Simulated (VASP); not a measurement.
# Sr2TeO (P-6m2) in VASP: a series of runs, part 2 of 3

VASP 6.6.1. Earlier steps stand in the parts before.

## (3) Single point, PBE

This run uses another cell than the first one, of 26.95 Å³/atom.

Contents of INCAR:

```
PREC     = Accurate       # precision mode
ENCUT    = 520            # plane-wave cutoff, eV
EDIFF    = 1E-7           # SCF threshold, eV
ISMEAR   = 0              # smearing method
SIGMA    = 0.1            # smearing width, eV
LREAL    = False          # projectors in reciprocal space
LASPH    = True           # aspherical terms in the spheres
NELM     = 60             # most SCF steps
ALGO     = Normal         # electronic algorithm
ISIF     = 2              # what is computed and relaxed
LWAVE    = False          # write WAVECAR
LCHARG   = True           # write CHGCAR
GGA      = PE             # functional
LELF     = True           # ELF
LVHAR    = True         
NBANDS   = 24             # bands
```

Contents of KPOINTS:

```
regular mesh
0
Gamma
  6 6 4
```

Contents of POSCAR:

```
Sr2TeO
1.0
    4.0673240185     -0.0000000030      0.0000000000
   -2.0336620066      3.5224059270      0.0000000000
    0.0000000000      0.0000000000      7.5249058351
Sr Te O
2 1 1
Direct
    0.0000000000      0.0000000000      0.7070160329
    0.0000000000      0.0000000000      0.2929839671
    0.3333333333      0.6666666667      0.0000000000
    0.6666666667      0.3333333333      0.5000000000
```

Potentials or basis: VASP PAW PBE potentials, release 64 (Sr_sv, Te, O).

Started as:

```console
$ cat potpaw_PBE.64/Sr_sv/POTCAR potpaw_PBE.64/Te/POTCAR potpaw_PBE.64/O/POTCAR > POTCAR
$ mpirun -np 1 vasp_std > vasp.out
```

OUTCAR:

```text
PREC = Accurate
   ENCUT = 520
   EDIFF = 1E-7
   ISMEAR = 0
   LREAL = False
   LASPH = True
   NELM = 60
   ISIF = 2
   GGA = PE

 ion  position               nearest neighbor table
   1  0.000  0.000  0.707-   4 2.82   4 2.82   4 2.82   2 3.12   3 3.22   3 3.22   3 3.22   2 4.41
                             2 5.12   2 5.12   2 5.12   2 5.12   2 5.12   2 5.12
   2  0.000  0.000  0.293-   4 2.82   4 2.82   4 2.82   1 3.12   3 3.22   3 3.22   3 3.22   1 4.41
                             1 5.12   1 5.12   1 5.12   1 5.12   1 5.12   1 5.12
   3  0.333  0.667  0.000-   1 3.22   2 3.22   1 3.22   2 3.22   1 3.22   2 3.22
   4  0.667  0.333  0.500-   1 2.82   2 2.82   1 2.82   2 2.82   1 2.82   2 2.82

  LATTYP: Found a hexagonal cell.
 ALAT       =     4.0673240185
 C/A-ratio  =     1.8500876254

  Lattice vectors:

 A1 = (   4.0673240185,  -0.0000000030,   0.0000000000)
 A2 = (  -2.0336620066,   3.5224059270,   0.0000000000)
 A3 = (   0.0000000000,   0.0000000000,   7.5249058351)

Analysis of symmetry for initial positions (statically):
=====================================================================
 Subroutine PRICEL returns:
 Original cell was already a primitive cell.

 Routine SETGRP: Setting up the symmetry group for a
 hexagonal supercell.

 Subroutine GETGRP returns: Found 12 space group operations
 (whereof 12 operations were pure point group operations)
 out of a pool of 24 trial point group operations.

The static configuration has the point symmetry D_3h.

Analysis of symmetry for dynamics (positions and initial velocities):
=====================================================================
 Subroutine PRICEL returns:
 Original cell was already a primitive cell.

 Routine SETGRP: Setting up the symmetry group for a
 hexagonal supercell.

 Subroutine GETGRP returns: Found 12 space group operations
 (whereof 12 operations were pure point group operations)
 out of a pool of 24 trial point group operations.

The dynamic configuration has the point symmetry D_3h.

 Subroutine INISYM returns: Found 12 space group operations
 (whereof 12 operations are pure point group operations),
 and found     1 'primitive' translations

----------------------------------------------------------------------------------------

                                     Primitive cell

  volume of cell :     107.8076

  direct lattice vectors                    reciprocal lattice vectors
     4.067324018 -0.000000003  0.000000000     0.245861897  0.141948432  0.000000000
    -2.033662007  3.522405927  0.000000000     0.000000000  0.283896865  0.000000000
     0.000000000  0.000000000  7.524905835     0.000000000  0.000000000  0.132892028

  length of vectors
     4.067324018  4.067324019  7.524905835     0.283896865  0.283896865  0.132892028

  position of ions in fractional coordinates (direct lattice)
     0.000000000  0.000000000  0.707016033
     0.000000000  0.000000000  0.292983967
     0.333333333  0.666666667  0.000000000
     0.666666667  0.333333333  0.500000000

  ion indices of the primitive-cell ions
   primitive index   ion index
                 1           1
                 2           2
                 3           3
                 4           4

[... 20 lines left out ...]

 Subroutine IBZKPT returns following result:
 ===========================================

 Found     21 irreducible k-points:

 Following reciprocal coordinates:
            Coordinates               Weight
  0.000000  0.000000  0.000000      1.000000
  0.166667  0.000000  0.000000      6.000000
  0.333333  0.000000  0.000000      6.000000
  0.500000  0.000000  0.000000      3.000000
  0.166667  0.166667  0.000000      6.000000
  0.333333  0.166667  0.000000     12.000000
[... 13 lines left out ...]
  0.333333  0.166667  0.500000     12.000000
  0.333333  0.333333  0.500000      2.000000
   k-points           NKPTS =     21   k-points in BZ     NKDIM =     21   number of bands    NBANDS=     24
   number of dos      NEDOS =    301   number of ions     NIONS =      4
   total plane-waves  NPLWV =  50400
   dimension x,y,z NGX =    30 NGY =   30 NGZ =   56
   dimension x,y,z NGXF=    60 NGYF=   60 NGZF=  112
   ions per type =               2   1   1
   NGX,Y,Z   is equivalent  to a cutoff of  12.26, 12.26, 12.37 a.u.
   NGXF,Y,Z  is equivalent  to a cutoff of  24.52, 24.52, 24.74 a.u.
 SYSTEM =  unknown system
   PREC   = accura    normal or accurate (medium, high low for compatibility)
   ISTART =      0    job   : 0-new  1-cont  2-samecut
   ICHARG =      2    charge: 1-file 2-atom 10-const
   ISPIN  =      1    spin polarized calculation?
   LNONCOLLINEAR =      F non collinear calculations
   LSORBIT =      F    spin-orbit coupling
   LASPH  =      T    aspherical Exc in radial PAW
   ENCUT  =  520.0 eV  38.22 Ry    6.18 a.u.   7.56  7.56 13.99*2*pi/ulx,y,z
   NELM   =     60;   NELMIN=  2; NELMDL= -5     # of ELM steps
   EDIFF  = 0.1E-06   stopping-criterion for ELM
   LREAL  =      F    real-space projection
   EDIFFG = 0.1E-05   stopping-criterion for IOM
   NSW    =      0    number of steps for IOM
   IBRION =     -1    ionic relax: 0-MD 1-quasi-New 2-CG
   NFREE  =      0    steps in history (QN), initial steepest desc. (CG)
   ISIF   =      2    stress and relaxation
   ISYM   =      2    0-nonsym 1-usesym 2-fastsym
   POTIM  = 0.5000    time-step for ionic-motion
   TEBEG  =    0.0;   TEEND  =   0.0 temperature during run
   PSTRESS=    0.0 pullay stress
   NELECT =      32.0000    total number of electrons
   NUPDOWN=      -1.0000    fix difference up-down
   EMIN   =  10.00;   EMAX   =-10.00  energy-range for DOS
   EFERMI =   0.00;   METHOD = LEGACY
   ISMEAR =     0;   SIGMA  =   0.10  broadening in eV -4-tet -1-fermi 0-gaus
   EFERMI_NEDOS =   21; number of points for ismear=-14 and -15
   IALGO  =     38    algorithm
   IMIX   =      4    mixing-type and parameters
     AMIX     =   0.40;   BMIX     =  1.00
     AMIX_MAG =   1.60;   BMIX_MAG =  1.00
  volume/ion in A,a.u.               =      26.95       181.88
  Fermi-wavevector in a.u.,A,eV,Ry     =   1.092048  2.063672 16.225885  1.192569
  Thomas-Fermi vector in A             =   2.228306
   LORBIT       =      0    0 simple, 1 ext, 2 COOP (PROOUT), +10 PAW based schemes
   GGA     = PE    functional components
   LHFCALC =     F    Hartree Fock is set to
   AEXX    =    0.0000 exact exchange contribution
   IVDW    =     0    specifies the selected vdW correction
   LEPSILON=     F    determine dielectric tensor
   LRPA    =     F    only Hartree local field effects (RPA)
 non-spin polarized calculation
 Gauss-broadening in eV      SIGMA  =   0.10
  energy-cutoff  :      520.00
  volume of cell :      107.81
 maximum number of plane-waves:      2924
   NGX = 15   NGY = 15   NGZ = 27

 number of electron      32.0000004 magnetization

 Free energy of the ion-electron system (eV)
  ---------------------------------------------------
  ext. energy  EPLUGINS =         0.00000000
  ---------------------------------------------------
  free energy    TOTEN  =       -18.68783229 eV

  energy without entropy =      -18.68783214  energy(sigma->0) =      -18.68783221

 E-fermi :   4.0834     XC(G=0):  -9.0208

 val. band max:        3.7798249997   @ k =   0.0000   0.0000   0.0000
 cond. band min:       4.3756702216   @ k =   0.0000   0.0000   0.0000
 fundamental gap:      0.5958452218
 Fermi energy:         4.0834143028

 k-point     1 :       0.0000    0.0000    0.0000
  band No.  band energies     occupation
      1     -31.7161      2.00000
      2     -31.6129      2.00000
      3     -14.4967      2.00000
      4     -13.6064      2.00000
      5     -13.6064      2.00000
      6     -13.4991      2.00000
[... 556 lines left out ...]
     23       9.2375      0.00000
     24       9.4878      0.00000

------------------------ aborting loop because EDIFF is reached ----------------------------------------

  FORCE on cell =-STRESS in cart. coord.  units (eV):
  Direction    XX          YY          ZZ          XY          YZ          ZX
  --------------------------------------------------------------------------------------
  -------------------------------------------------------------------------------------
  Total        0.0546428      0.0546428      0.0339909      0.0000000     -0.0000000      0.0000000
  in kB        0.8120719      0.8120719      0.5051543      0.0000000     -0.0000000      0.0000000
  external PRESSURE =       0.7097660 kB  Pullay stress =       0.0000000 kB

 VOLUME and BASIS-vectors are now :
 -----------------------------------------------------------------------------
  energy-cutoff  :      520.00
  volume of cell :      107.81
      direct lattice vectors                 reciprocal lattice vectors
     4.067324018 -0.000000003  0.000000000     0.245861897  0.141948432  0.000000000
    -2.033662007  3.522405927  0.000000000     0.000000000  0.283896865  0.000000000
     0.000000000  0.000000000  7.524905835     0.000000000  0.000000000  0.132892028

 POSITION                                       TOTAL-FORCE (eV/Angst)
 -----------------------------------------------------------------------------------
      0.00000      0.00000      5.32023         0.000000     -0.000000      0.011468
      0.00000      0.00000      2.20468         0.000000     -0.000000     -0.011468
      0.00000      2.34827      0.00000         0.000000     -0.000000      0.000000
      2.03366      1.17414      3.76245        -0.000000      0.000000      0.000000
 -----------------------------------------------------------------------------------
    total drift:                               -0.000000      0.000000      0.000000

  FREE ENERGIE OF THE ION-ELECTRON SYSTEM (eV)
  ---------------------------------------------------
  free  energy   TOTEN  =       -18.6878322923 eV

  energy  without entropy=      -18.6878321364  energy(sigma->0) =      -18.68783221
```

It took 44 s on 1 thread of AMD EPYC 7R13 (Zen 3), shared host; peak memory 0.21 GiB.

Results:

```yaml
Free_energy: -18.6878 eV
Pressure: 0.1 GPa
Largest_force: 0.011 eV/Å
Band_gap_on_the_k_mesh: 0.60 eV
```

Forces in eV/Å, atoms in the order of the input:
```
Sr   0.000  0.000  0.011
Sr   0.000  0.000 -0.011
Te   0.000  0.000  0.000
O    0.000  0.000  0.000
```

Caveat: spin-orbit coupling is left out, which moves the levels of the heavy elements.

## (4) Relaxation of cell and atoms, PBE

Contents of INCAR:

```
SYSTEM = Sr2TeO
  ALGO = Normal
  EDIFF = 1E-7
  EDIFFG = -0.04
  ENCUT = 600
  GGA = PE
  IBRION = 2
  ISIF = 3
  ISMEAR = 0
  LASPH = .True.
  LCHARG = .False.
  LREAL = .False.
  LWAVE = .False.
  NELM = 60
  NSW = 90
  PREC = Accurate
  SIGMA = 0.1
```

Contents of KPOINTS:

```
k-points
0
Gamma
  6 6 4
  0 0 0
```

Contents of POSCAR:

```
Sr2TeO
1.0
    3.8496809900      0.0000000000      0.0000000000
   -1.9248404900      3.3339215300      0.0000000000
    0.0000000000      0.0000000000      5.9670055300
Sr Te O
2 1 1
Direct
    0.0000000000      0.0000000000      0.7500000000
    0.0000000000      0.0000000000      0.2500000000
    0.3333333300      0.6666666700      0.0000000000
    0.6666666700      0.3333333300      0.5000000000
```

Potentials or basis: VASP PAW PBE potentials, release 64 (Sr_sv, Te, O).

Started as:

```console
$ cat potpaw_PBE.64/Sr_sv/POTCAR potpaw_PBE.64/Te/POTCAR potpaw_PBE.64/O/POTCAR > POTCAR
$ mpirun -np 1 vasp_std > vasp.out
```

OUTCAR:

```text
SYSTEM = Sr2TeO
   EDIFF = 1E-7
   EDIFFG = -0.04
   ENCUT = 600
   GGA = PE
   IBRION = 2
   ISIF = 3
   ISMEAR = 0
   LASPH = .True.
   LREAL = .False.
   NELM = 60
   NSW = 90
   PREC = Accurate

 ion  position               nearest neighbor table
   1  0.000  0.000  0.750-   3 2.68   4 2.68   3 2.68   4 2.68   4 2.68   3 2.68   2 2.98   2 2.98
                             2 4.87   2 4.87   2 4.87   2 4.87   2 4.87   2 4.87   2 4.87   2 4.87
   2  0.000  0.000  0.250-   3 2.68   4 2.68   3 2.68   4 2.68   4 2.68   3 2.68   1 2.98   1 2.98
                             1 4.87   1 4.87   1 4.87   1 4.87   1 4.87   1 4.87   1 4.87   1 4.87
   3  0.333  0.667  0.000-   1 2.68   2 2.68   1 2.68   2 2.68   1 2.68   2 2.68
   4  0.667  0.333  0.500-   1 2.68   2 2.68   1 2.68   2 2.68   1 2.68   2 2.68

  LATTYP: Found a hexagonal cell.
 ALAT       =     3.8496809900
 C/A-ratio  =     1.5499999988

  Lattice vectors:

 A1 = (   3.8496809900,   0.0000000000,   0.0000000000)
[... 182 lines left out ...]

 val. band max:        5.2628302833   @ k =   0.0000   0.0000   0.0000
 cond. band min:       6.7143272257   @ k =   0.5000   0.0000   0.0000
 fundamental gap:      1.4514969424
 Fermi energy:         5.7116293264
[... 1081 lines left out ...]
     19       6.9032      0.00000
     20       7.1018      0.00000

[... ionic steps 4 to 9 ...]

--------------------------------------- Ionic step       10  -------------------------------------------

 number of electron      32.0000005 magnetization

------------------------ aborting loop because EDIFF is reached ----------------------------------------
[... 71 lines left out ...]
--------------------------------------- Ionic step       12  -------------------------------------------

 number of electron      32.0000005 magnetization

 Free energy of the ion-electron system (eV)
  ---------------------------------------------------
  ext. energy  EPLUGINS =         0.00000000
  ---------------------------------------------------
  free energy    TOTEN  =       -18.65934301 eV

  energy without entropy =      -18.65934299  energy(sigma->0) =      -18.65934300

 E-fermi :   4.0998     XC(G=0):  -9.0357

 val. band max:        3.7654445223   @ k =   0.0000   0.0000   0.0000
 cond. band min:       4.4238674437   @ k =   0.0000   0.0000   0.0000
 fundamental gap:      0.6584229214
 Fermi energy:         4.0997750264
[... 512 lines left out ...]
  FREE ENERGIE OF THE ION-ELECTRON SYSTEM (eV)
  ---------------------------------------------------
  free  energy   TOTEN  =       -18.6593430071 eV

  energy  without entropy=      -18.6593429852  energy(sigma->0) =      -18.65934300

 reached required accuracy - stopping structural energy minimisation
```

OSZICAR:

```text
N       E                     dE             d eps       ncg     rms          rms(c)
DAV:   1     0.218783023249E+03    0.21878E+03   -0.17302E+04   840   0.166E+03
DAV:   2     0.195087983418E+01   -0.21683E+03   -0.20736E+03  1032   0.336E+02
[... 148 lines left out ...]
DAV:   2    -0.186593348039E+02   -0.37387E-03   -0.59891E-03   980   0.517E-01    0.103E-01
DAV:   3    -0.186593450559E+02   -0.10252E-04   -0.35109E-04  1136   0.873E-02    0.588E-02
DAV:   4    -0.186593440339E+02    0.10221E-05   -0.32795E-05  1068   0.376E-02    0.234E-02
DAV:   5    -0.186593428357E+02    0.11982E-05   -0.93430E-06  1168   0.192E-02    0.447E-03
DAV:   6    -0.186593430021E+02   -0.16646E-06   -0.10500E-06  1036   0.603E-03    0.325E-03
DAV:   7    -0.186593430071E+02   -0.49076E-08   -0.40196E-07   928   0.405E-03
  12 F= -.18659343E+02 E0= -.18659343E+02  d E =-.686756E-02
```

It took 4.8 min on 1 thread of AMD EPYC 7R13 (Zen 3), shared host; peak memory 0.22 GiB.

Results:

| Quantity | Value |
| --- | --- |
| Free energy | -18.6593 eV |
| Relaxed volume | 26.85 Å³/atom |
| Relaxed cell | a = 4.070 Å, b = 4.070 Å, c = 7.486 Å, α = 90.00°, β = 90.00°, γ = 120.00° |
| Space group after relaxing (to 0.1 Å) | P-6m2 (No. 187) |
| Energy gained by relaxing | 1439.5 meV/atom |
| Ionic steps | 12 |
| Pressure after relaxing | 0.1 GPa |
| Band gap on the k mesh | 0.66 eV |

The path:
```csv
step,energy change (eV),largest force (eV/Å),pressure (GPa),volume (Å³)
1,0.0000,7.5369,47.44,76.58
2,-3.1771,2.4118,-8.95,158.03
3,-5.3123,0.3985,-1.54,114.63
4,-5.3226,0.2720,-0.96,113.23
5,-5.3259,0.1607,-0.44,112.04
6,-5.6826,0.1985,-1.39,112.67
7,-5.7160,0.3029,-1.75,112.74
8,-5.7159,0.2951,-1.72,112.74
9,-5.7504,0.2966,0.00,108.09
10,-5.7510,0.2959,0.30,107.39
11,-5.7573,0.0819,0.11,107.40
12,-5.7579,0.0019,0.05,107.40
```

Final structure:
```
Sr Te O
1.0
     4.07015    0.00000    0.00000
    -2.03508    3.52486    0.00000
     0.00000    0.00000    7.48600
Sr Te O
2 1 1
Direct
  0.00000 0.00000 0.70717
  0.00000 0.00000 0.29283
  0.33333 0.66667 0.00000
  0.66667 0.33333 0.50000
```

Caveat: the volume moved by over 15 % at a fixed basis, so the end points are rough; spin-orbit coupling is left out, which moves the levels of the heavy elements.

(Part 2 of 3 ends here.)
